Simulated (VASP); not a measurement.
Input of a VASP 6.6.1 run:

File INCAR:

```
PREC     = Accurate       # precision mode
ENCUT    = 520            # plane-wave cutoff, eV
EDIFF    = 1E-6           # SCF threshold, eV
ISMEAR   = 0              # smearing method
SIGMA    = 0.01           # smearing width, eV
LREAL    = F              # projectors in reciprocal space
LASPH    = T              # aspherical terms in the spheres
NELM     = 80             # most SCF steps
ALGO     = Normal         # electronic algorithm
ISIF     = 2              # what is computed and relaxed
LWAVE    = F              # write WAVECAR
LCHARG   = F              # write CHGCAR
GGA      = PE             # functional
NBANDS   = 12             # bands
```

The input KPOINTS:

```
Automatic mesh
0
Gamma
  6 6 6
```

Contents of POSCAR:

```
LiF
1.0
   -0.0299230761      1.9948717393      1.9948717393
    1.9948717393     -0.0299230761      1.9948717393
    1.9649486632      1.9649486632      0.0000000000
Li F
1 1
Direct
    0.0000000000      0.0000000000      0.0000000000
    0.5000000000      0.5000000000      0.5000000000
```

Potentials or basis: VASP PAW PBE potentials, release 64 (Li_sv, F).

Command:

```bash
$ cat potpaw_PBE.64/Li_sv/POTCAR potpaw_PBE.64/F/POTCAR > POTCAR
$ mpirun -np 1 vasp_std > vasp.out
```

Question: What does it give for the band gap on the k mesh?

Answer: 9.26 eV, direct.

Caveat: the k points lie up to 0.46 Å⁻¹ apart; the cell differs from its parent crystal (shear xy strain -3.0%).
